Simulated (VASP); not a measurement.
GaP (zincblende type), 2 atoms in the cell. Symmetry: F-43m, No. 216, cubic system. Conventional cell: a = 5.506 Å, b = 5.506 Å, c = 5.506 Å, α = 90.00°, β = 90.00°, γ = 90.00°. Within 3.1 Å of Ga (site symmetry -43m) lie 4 P at 2.38 Å. Within 3.1 Å of P (site symmetry -43m) lie 4 Ga at 2.38 Å. 

```yaml
Program: VASP 6.6.1
Task: electric field gradients
Functional: PBE
Potentials_or_basis: VASP PAW PBE potentials, release 64 (Ga_d, P)
Cutoff: 520 eV
k_mesh: 13 × 13 × 13
Occupations: fermi-dirac, width 0.03 eV
Spin: no spin polarisation
Dipole_correction: no
Further_INCAR_settings: ALGO = Normal; EDIFF = 1e-08; NBANDS = 16
```

Potentials or basis: VASP PAW PBE potentials, release 64 (Ga_d, P).

Run with:

```console
$ cat potpaw_PBE.64/Ga_d/POTCAR potpaw_PBE.64/P/POTCAR > POTCAR
$ mpirun -np 1 vasp_std > vasp.out
```

Hardware: 1 thread of AMD EPYC 7R13 (shared host).

**Question.** Estimate the wall time of this run.

**Answer.** It took 86 s on 1 thread of AMD EPYC 7R13 (shared host), peak memory 0.17 GiB. Counts: scf iterations 15, k points 84.
